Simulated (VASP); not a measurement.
# ZrTi3C4 (I4/mmm) in VASP: further runs

ZrTi3C4 is run at these levels: PBE; tasks: single point.

Program: VASP 6.6.1. These are calculated values, not measurements. Logs are shortened: lines on timing, memory, paths and dates and some standing lists are left out, and cuts for length are marked.

## (1) The cell of the first run

It takes space group I4/mmm (No. 139, tetragonal). The conventional cell has a = 4.449 Å, b = 4.449 Å, c = 8.858 Å, α = 90.00°, β = 90.00°, γ = 90.00°. Within 2.9 Å of Zr (site symmetry 4/mmm) lie 6 C at 2.22 to 2.27 Å. Ti (site symmetry 4/mmm) has 6 C at 2.16 to 2.22 Å within 2.9 Å. Within 2.9 Å of Ti (site symmetry -4m2) lie 6 C at 2.21 to 2.22 Å. Within 2.9 Å of C (site symmetry 4mm) lie 5 Ti at 2.16 to 2.22 Å and 1 Zr at 2.27 Å. C (site symmetry mmm) has 4 Ti at 2.21 to 2.22 Å and 2 Zr at 2.22 Å within 2.9 Å.

## (2) Single point, PBE

Contents of INCAR:

```
PREC = Accurate
ENCUT = 520
EDIFF = 1E-6
ISMEAR = 0
SIGMA = 0.2
LREAL = F
LASPH = T
NELM = 100
ALGO = Normal
ISIF = 2
LWAVE = F
LCHARG = T
GGA = PE
LELF = T
LVHAR = T
NBANDS = 42
```

Contents of KPOINTS:

```
regular mesh
0
Gamma
  6 6 6
```

Contents of POSCAR:

```
ZrTi3C4
1.0
    4.4485158657      0.0000000000      0.0000000000
    0.0000000000      4.4485158657      0.0000000000
   -2.2242579329     -2.2242579329      4.4291168342
Zr Ti C
1 3 4
Direct
    0.5000000000      0.5000000000      1.0000000000
    1.0000000000      1.0000000000      1.0000000000
    0.2500000000      0.7500000000      0.5000000000
    0.7500000000      0.2500000000      0.5000000000
    0.2439418208      0.2439418208      0.4878836416
    0.5000000000      0.0000000000      0.0000000000
    0.7560581792      0.7560581792      0.5121163584
    0.0000000000      0.5000000000      0.0000000000
```

Potentials or basis: VASP PAW PBE potentials, release 64 (Zr_sv, Ti_sv, C).

Started as:

```
cat potpaw_PBE.64/Zr_sv/POTCAR potpaw_PBE.64/Ti_sv/POTCAR potpaw_PBE.64/C/POTCAR > POTCAR
mpirun -np 1 vasp_std > vasp.out
```

OUTCAR:

```text
PREC = Accurate
   ENCUT = 520
   EDIFF = 1E-6
   ISMEAR = 0
   LREAL = F
   LASPH = T
   NELM = 100
   ISIF = 2
   GGA = PE

 ion  position               nearest neighbor table
   1  0.500  0.500  0.000-   6 2.22   8 2.22   6 2.22   8 2.22   7 2.27   5 2.27   3 3.14   3 3.14
                             4 3.14   4 3.14   4 3.14   3 3.14   4 3.14   3 3.14   2 3.15   2 3.15
   2  0.000  0.000  0.000-   5 2.16   7 2.16   6 2.22   8 2.22   8 2.22   6 2.22   1 3.15   1 3.15
                             1 3.15   1 3.15
   3  0.250  0.750  0.500-   6 2.21   8 2.21   7 2.22   5 2.22   5 2.22   7 2.22   1 3.14   1 3.14
                             1 3.14   1 3.14
   4  0.750  0.250  0.500-   8 2.21   6 2.21   7 2.22   5 2.22   7 2.22   5 2.22   1 3.14   1 3.14
                             1 3.14   1 3.14
   5  0.244  0.244  0.488-   2 2.16   3 2.22   4 2.22   3 2.22   4 2.22   1 2.27
   6  0.500  0.000  0.000-   4 2.21   3 2.21   1 2.22   2 2.22   1 2.22   2 2.22
   7  0.756  0.756  0.512-   2 2.16   4 2.22   3 2.22   3 2.22   4 2.22   1 2.27
   8  0.000  0.500  0.000-   3 2.21   4 2.21   1 2.22   2 2.22   2 2.22   1 2.22

  LATTYP: Found a body centered tetragonal cell.
 ALAT       =     4.4485158657
 C/A-ratio  =     1.9912784254

  Lattice vectors:

 A1 = (   2.2242579329,  -2.2242579328,  -4.4291168342)
 A2 = (  -2.2242579328,   2.2242579329,  -4.4291168342)
 A3 = (   2.2242579328,   2.2242579328,   4.4291168342)

Analysis of symmetry for initial positions (statically):
=====================================================================
 Subroutine PRICEL returns:
 Original cell was already a primitive cell.

 Routine SETGRP: Setting up the symmetry group for a
 body centered tetragonal supercell.

 Subroutine GETGRP returns: Found 16 space group operations
 (whereof 16 operations were pure point group operations)
 out of a pool of 16 trial point group operations.

The static configuration has the point symmetry D_4h.

Analysis of symmetry for dynamics (positions and initial velocities):
=====================================================================
 Subroutine PRICEL returns:
 Original cell was already a primitive cell.

 Routine SETGRP: Setting up the symmetry group for a
 body centered tetragonal supercell.

 Subroutine GETGRP returns: Found 16 space group operations
 (whereof 16 operations were pure point group operations)
 out of a pool of 16 trial point group operations.

The dynamic configuration has the point symmetry D_4h.

 Subroutine INISYM returns: Found 16 space group operations
 (whereof 16 operations are pure point group operations),
 and found     1 'primitive' translations

----------------------------------------------------------------------------------------

                                     Primitive cell

  volume of cell :      87.6491

  direct lattice vectors                    reciprocal lattice vectors
     4.448515866  0.000000000  0.000000000     0.224794073  0.000000000  0.112889323
     0.000000000  4.448515866  0.000000000     0.000000000  0.224794073  0.112889323
    -2.224257933 -2.224257933  4.429116834     0.000000000  0.000000000  0.225778646

  length of vectors
     4.448515866  4.448515866  5.432469294     0.251547957  0.251547957  0.225778646

  position of ions in fractional coordinates (direct lattice)
     0.500000000  0.500000000  0.000000000
     0.000000000  0.000000000  0.000000000
     0.250000000  0.750000000  0.500000000
     0.750000000  0.250000000  0.500000000
     0.243941821  0.243941821  0.487883642
     0.500000000  0.000000000  0.000000000
     0.756058179  0.756058179  0.512116358
     0.000000000  0.500000000  0.000000000

  ion indices of the primitive-cell ions
   primitive index   ion index
                 1           1
                 2           2
                 3           3
                 4           4
                 5           5
                 6           6
                 7           7
                 8           8

----------------------------------------------------------------------------------------

 KPOINTS: regular mesh

Automatic generation of k-mesh.
 Grid dimensions read from file:
 generate k-points for:    6    6    6

 Generating k-lattice:

  Cartesian coordinates                     Fractional coordinates (reciprocal lattice)
     0.037465679  0.000000000  0.018814887     0.166666667  0.000000000 -0.000000000
     0.000000000  0.037465679  0.018814887     0.000000000  0.166666667 -0.000000000
     0.000000000  0.000000000  0.037629774     0.000000000  0.000000000  0.166666667

  Length of vectors
     0.041924659  0.041924659  0.037629774

  Shift w.r.t. Gamma in fractional coordinates (k-lattice)
     0.000000000  0.000000000  0.000000000

 Subroutine IBZKPT returns following result:
 ===========================================

 Found     30 irreducible k-points:

 Following reciprocal coordinates:
            Coordinates               Weight
  0.000000  0.000000  0.000000      1.000000
  0.166667  0.000000  0.000000      8.000000
  0.333333  0.000000  0.000000      8.000000
  0.500000  0.000000  0.000000      4.000000
  0.166667  0.166667  0.000000      8.000000
  0.333333  0.166667  0.000000     16.000000
[... 16 lines left out ...]
 -0.333333  0.333333  0.166667      8.000000
  0.500000  0.500000  0.166667      4.000000
 [... further k-points ...]
   k-points           NKPTS =     30   k-points in BZ     NKDIM =     30   number of bands    NBANDS=     42
   number of dos      NEDOS =    301   number of ions     NIONS =      8
   total plane-waves  NPLWV =  51840
   dimension x,y,z NGX =    36 NGY =   36 NGZ =   40
   dimension x,y,z NGXF=    72 NGYF=   72 NGZF=   80
   ions per type =               1   3   4
   NGX,Y,Z   is equivalent  to a cutoff of  13.45, 13.45, 12.24 a.u.
   NGXF,Y,Z  is equivalent  to a cutoff of  26.91, 26.91, 24.48 a.u.
 SYSTEM =  unknown system
   PREC   = accura    normal or accurate (medium, high low for compatibility)
   ISTART =      0    job   : 0-new  1-cont  2-samecut
   ICHARG =      2    charge: 1-file 2-atom 10-const
   ISPIN  =      1    spin polarized calculation?
   LNONCOLLINEAR =      F non collinear calculations
   LSORBIT =      F    spin-orbit coupling
   LASPH  =      T    aspherical Exc in radial PAW
   ENCUT  =  520.0 eV  38.22 Ry    6.18 a.u.   8.27  8.27 10.10*2*pi/ulx,y,z
   NELM   =    100;   NELMIN=  2; NELMDL= -5     # of ELM steps
   EDIFF  = 0.1E-05   stopping-criterion for ELM
   LREAL  =      F    real-space projection
   EDIFFG = 0.1E-04   stopping-criterion for IOM
   NSW    =      0    number of steps for IOM
   IBRION =     -1    ionic relax: 0-MD 1-quasi-New 2-CG
   NFREE  =      0    steps in history (QN), initial steepest desc. (CG)
   ISIF   =      2    stress and relaxation
   ISYM   =      2    0-nonsym 1-usesym 2-fastsym
   POTIM  = 0.5000    time-step for ionic-motion
   TEBEG  =    0.0;   TEEND  =   0.0 temperature during run
   PSTRESS=    0.0 pullay stress
   NELECT =      64.0000    total number of electrons
   NUPDOWN=      -1.0000    fix difference up-down
   EMIN   =  10.00;   EMAX   =-10.00  energy-range for DOS
   EFERMI =   0.00;   METHOD = LEGACY
   ISMEAR =     0;   SIGMA  =   0.20  broadening in eV -4-tet -1-fermi 0-gaus
   EFERMI_NEDOS =   21; number of points for ismear=-14 and -15
   IALGO  =     38    algorithm
   IMIX   =      4    mixing-type and parameters
     AMIX     =   0.40;   BMIX     =  1.00
     AMIX_MAG =   1.60;   BMIX_MAG =  1.00
  volume/ion in A,a.u.               =      10.96        73.94
  Fermi-wavevector in a.u.,A,eV,Ry     =   1.474186  2.785808 29.568521  2.173225
  Thomas-Fermi vector in A             =   2.588988
   LORBIT       =      0    0 simple, 1 ext, 2 COOP (PROOUT), +10 PAW based schemes
   GGA     = PE    functional components
   LHFCALC =     F    Hartree Fock is set to
   AEXX    =    0.0000 exact exchange contribution
   IVDW    =     0    specifies the selected vdW correction
   LEPSILON=     F    determine dielectric tensor
   LRPA    =     F    only Hartree local field effects (RPA)
 non-spin polarized calculation
 Gauss-broadening in eV      SIGMA  =   0.20
  energy-cutoff  :      520.00
  volume of cell :       87.65
 maximum number of plane-waves:      2397
 NGX is ok and might be reduce to    36

 number of electron      63.9999982 magnetization

 Free energy of the ion-electron system (eV)
  ---------------------------------------------------
  ext. energy  EPLUGINS =         0.00000000
  ---------------------------------------------------
  free energy    TOTEN  =       -75.07278341 eV

  energy without entropy =      -75.04737964  energy(sigma->0) =      -75.06008152

 E-fermi :   9.3743     XC(G=0): -12.4860

 val. band max:        9.3465275336   @ k =   0.1667   0.0000   0.0000
 cond. band min:       9.3814370806   @ k =  -0.3333   0.0000   0.1667
 fundamental gap:      0.0349095470
 Fermi energy:         9.3743019142

 k-point     1 :       0.0000    0.0000    0.0000
  band No.  band energies     occupation
      1     -47.3817      2.00000
      2     -47.3418      2.00000
      3     -47.2680      2.00000
      4     -38.1703      2.00000
      5     -23.7213      2.00000
      6     -23.7089      2.00000
[... 34 lines left out ...]
     41      12.2179      0.00000
     42      12.2179      0.00000

 k-point     2 :       0.1667    0.0000    0.0000
  band No.  band energies     occupation
      1     -47.3784      2.00000
      2     -47.3440      2.00000
      3     -47.2689      2.00000
      4     -38.1704      2.00000
      5     -23.7285      2.00000
      6     -23.7005      2.00000
[... 34 lines left out ...]
     41      12.3498      0.00000
     42      12.7083      0.00000

 k-point     3 :       0.3333    0.0000    0.0000
  band No.  band energies     occupation
      1     -47.3701      2.00000
      2     -47.3503      2.00000
      3     -47.2709      2.00000
      4     -38.1705      2.00000
      5     -23.7173      2.00000
      6     -23.6783      2.00000
[... 897 lines left out ...]
      4     -38.1703      2.00000
      5     -23.7785      2.00000
      6     -23.7105      2.00000
[... 34 lines left out ...]
     41      12.7821      0.00000
     42      13.7430      0.00000

 k-point    24 :       0.5000    0.5000    0.1667
  band No.  band energies     occupation
      1     -47.3587      2.00000
      2     -47.3587      2.00000
      3     -47.2737      2.00000
      4     -38.1700      2.00000
      5     -23.7986      2.00000
      6     -23.7462      2.00000
[... 34 lines left out ...]
     41      13.0333      0.00000
     42      13.7146      0.00000

 [... further k-points ...]
[... 5 lines left out ...]
  --------------------------------------------------------------------------------------
  -------------------------------------------------------------------------------------
  Total        0.1321448      0.1321448      0.1881094      0.0000000     -0.0000000     -0.0000000
  in kB        2.4155337      2.4155337      3.4385373      0.0000000     -0.0000000     -0.0000000
  external PRESSURE =       2.7565349 kB  Pullay stress =       0.0000000 kB

 VOLUME and BASIS-vectors are now :
 -----------------------------------------------------------------------------
  energy-cutoff  :      520.00
  volume of cell :       87.65
      direct lattice vectors                 reciprocal lattice vectors
     4.448515866  0.000000000  0.000000000     0.224794073  0.000000000  0.112889323
     0.000000000  4.448515866  0.000000000     0.000000000  0.224794073  0.112889323
    -2.224257933 -2.224257933  4.429116834     0.000000000  0.000000000  0.225778646

 POSITION                                       TOTAL-FORCE (eV/Angst)
 -----------------------------------------------------------------------------------
      2.22426      2.22426      0.00000         0.000000      0.000000     -0.000000
      0.00000      0.00000      0.00000         0.000000      0.000000     -0.000000
     -0.00000      2.22426      2.21456        -0.000000     -0.000000     -0.000000
      2.22426     -0.00000      2.21456         0.000000     -0.000000      0.000000
     -0.00000     -0.00000      2.16089         0.000000      0.000000     -0.002942
      2.22426      0.00000      0.00000         0.000000      0.000000     -0.000000
      2.22426      2.22426      2.26822        -0.000000     -0.000000      0.002942
      0.00000      2.22426      0.00000         0.000000      0.000000     -0.000000
 -----------------------------------------------------------------------------------
    total drift:                                0.000000     -0.000000      0.000000

  FREE ENERGIE OF THE ION-ELECTRON SYSTEM (eV)
  ---------------------------------------------------
  free  energy   TOTEN  =       -75.0727834112 eV

  energy  without entropy=      -75.0473796371  energy(sigma->0) =      -75.06008152
```

Run time: 88 s. Hardware: 1 thread of Intel Xeon Platinum 8488C (Sapphire Rapids), shared host; peak memory 0.27 GiB.

What came out:

```yaml
Free_energy: -75.0728 eV
Pressure: 0.3 GPa
Band_gap_on_the_k_mesh: zero (band 32 reaches 10.08 eV, above the bottom of band 33 at 9.08 eV)
```

Forces on the atoms (eV/Å):
```
Zr   0.000  0.000  0.000
Ti   0.000  0.000  0.000
Ti   0.000  0.000  0.000
Ti   0.000  0.000  0.000
C    0.000  0.000 -0.003
C    0.000  0.000  0.000
C    0.000  0.000  0.003
C    0.000  0.000  0.000
```

## (3) Single point, PBE

This run uses another cell than the first one, of the same volume but with other edges.

Contents of INCAR:

```
SYSTEM = ZrTi3C4
PREC     = Accurate       ! precision mode
ENCUT    = 520            ! plane-wave cutoff, eV
EDIFF    = 1E-6           ! SCF threshold, eV
ISMEAR   = 0              ! smearing method
SIGMA    = 0.1            ! smearing width, eV
LREAL    = .False.        ! projectors in reciprocal space
LASPH    = .True.         ! aspherical terms in the spheres
NELM     = 80             ! most SCF steps
ALGO     = Normal         ! electronic algorithm
ISIF     = 2              ! what is computed and relaxed
LWAVE    = .False.        ! write WAVECAR
LCHARG   = .False.        ! write CHGCAR
GGA      = PE             ! functional
NBANDS   = 42             ! bands
```

Contents of KPOINTS:

```
regular mesh
0
Gamma
  6 6 6
  0 0 0
```

Contents of POSCAR:

```
ZrTi3C4
1.0
   -2.2248556250      2.2248556250      4.4296601052
    2.2248556250     -2.2248556250      4.4296601052
    2.2248556250      2.2248556250     -4.4296601052
Zr Ti C
1 3 4
Direct
    0.5000000000      0.5000000000      0.0000000000
    0.0000000000      0.0000000000      0.0000000000
    0.7500000000      0.2500000000      0.5000000000
    0.2500000000      0.7500000000      0.5000000000
    0.2439552309      0.2439552309      0.0000000000
    0.0000000000      0.5000000000      0.5000000000
    0.7560447691      0.7560447691      0.0000000000
    0.5000000000      0.0000000000      0.5000000000
```

Potentials or basis: VASP PAW PBE potentials, release 64 (Zr_sv, Ti_sv, C).

Started as:

```
cat potpaw_PBE.64/Zr_sv/POTCAR potpaw_PBE.64/Ti_sv/POTCAR potpaw_PBE.64/C/POTCAR > POTCAR
mpirun -np 1 vasp_std > vasp.out
```

Run time: 1.8 min. Hardware: 1 thread of Intel Xeon Platinum 8488C (Sapphire Rapids), shared host; peak memory 0.29 GiB.

The run converged. Its results:

```yaml
Free_energy: -75.0621 eV
Pressure: 0.1 GPa
Largest_force: 0.004 eV/Å
Band_gap_on_the_k_mesh: zero (band 32 reaches 10.07 eV, above the bottom of band 33 at 9.07 eV)
```

Forces in eV/Å, atoms in the order of the input:
```
Zr   0.000  0.000  0.000
Ti   0.000  0.000  0.000
Ti   0.000  0.000  0.000
Ti   0.000  0.000  0.000
C    0.000  0.000 -0.004
C    0.000  0.000  0.000
C    0.000  0.000  0.004
C    0.000  0.000  0.000
```

Levels at points of the mesh, in eV from the Fermi level:
```tsv
k point	band 29	band 30	band 31	band 32	band 33	band 34	band 35	band 36
(0.00, 0.00, 0.00)	0.02	0.02	0.70	0.70	0.73	1.39	1.39	1.40
(0.50, 0.00, 0.00)	-1.92	-1.73	-1.72	-1.56	1.06	1.17	2.27	2.39
(0.50, 0.50, 0.00)	-2.76	-2.54	-2.42	-2.24	1.88	2.30	2.68	2.80
(0.50, 0.50, 0.50)	-0.49	-0.49	-0.44	-0.44	-0.31	0.11	0.11	0.24
```
